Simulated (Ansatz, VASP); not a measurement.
# Two plane-wave programs on NbSi2

```
Nb Si
1.0
     4.81149    0.00000    0.00000
    -2.40574    4.16687    0.00000
     0.00000    0.00000    6.62018
Nb Si
3 6
Direct
  0.50000 0.00000 0.00000
  0.50000 0.50000 0.66667
  0.00000 0.50000 0.33333
  0.15957 0.31915 0.00000
  0.84043 0.15957 0.66667
  0.68085 0.84043 0.33333
  0.84043 0.68085 0.00000
  0.15957 0.84043 0.66667
  0.31915 0.15957 0.33333
```

Alike in both runs: task relaxation of cell and atoms; functional PBE; k mesh 12 × 12 × 6; occupations gaussian, width 0.1 eV; no spin polarisation.

|  | VASP | Ansatz |
| --- | --- | --- |
| version | VASP 6.6.1 | Ansatz 0.2.0 |
| potentials or method | VASP PAW PBE potentials, release 64 (Nb_sv, Si), cutoff 600 eV | scalar-relativistic, plane waves, PAW |
| valence electrons in the cell | 63 | 63 |

Ansatz gave:

* gap on the k mesh at the Fermi level, each at its own relaxed structure (eV): none
* relaxed volume (Å³/atom): 14.74
* relaxed length of the cell vector where the two differ most in proportion (Å): 4.813

Problem. Estimate VASP's values.

Solution. gap on the k mesh at the Fermi level, each at its own relaxed structure (eV): none; relaxed volume (Å³/atom): 14.72; relaxed length of the cell vector where the two differ most in proportion (Å): 4.810.

A gap of «none» marks a metal or a gap that the smearing closes.
